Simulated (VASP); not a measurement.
## BN: single point with LDA

BN:

```xyz
4
Lattice="2.4665 0.0000 0.0000 -1.2333 2.1361 0.0000 0.0000 0.0000 6.1352" Properties=species:S:1:pos:R:3 pbc="T T T"
B     0.0000    1.4240    1.5338
B     1.2333    0.7120    4.6014
N     0.0000    1.4240    4.6014
N     1.2333    0.7120    1.5338
```

This cell differs from its parent crystal: volume 8.081 Å^3 an atom, c/a of the conventional cell 2.4874.

```json
{
 "Program": "VASP 6.6.1",
 "Task": "single point",
 "Functional": "LDA",
 "Potentials or basis": "VASP PAW LDA potentials, release 64 (B, N)",
 "Cutoff": "520 eV",
 "k mesh": "12 × 12 × 4",
 "Occupations": "gaussian, width 0.05 eV",
 "Spin": "no spin polarisation"
}
```

```json
{
 "Pressure": "9.0 GPa",
 "Band gap on the k mesh": "3.97 eV, indirect (least direct gap 4.33 eV)"
}
```

Stress tensor (GPa, compression positive):
```
12.34  0.00  0.00
 0.00 12.34  0.00
 0.00  0.00  2.18
```

Levels at points of the mesh, in eV from the valence-band top:
```
           k point  band 6  band 7  band 8  band 9  band 10  band 11
(0.00, 0.00, 0.00)   -1.36   -1.29   -1.29    5.51    11.15    11.69
(0.50, 0.00, 0.00)   -4.19   -1.89   -0.36    3.97     5.97     9.93
(0.00, 0.00, 0.50)   -1.33   -1.33   -1.33    8.44     8.44    11.80
(0.50, 0.00, 0.50)   -4.26   -1.06   -1.06    4.55     4.55    10.37
```

Run time: 14 s on 1 thread of AMD EPYC 9R45 96-Core Processor (Zen 5) (shared host), peak memory 0.11 GiB.

 A k mesh can miss the band edges.
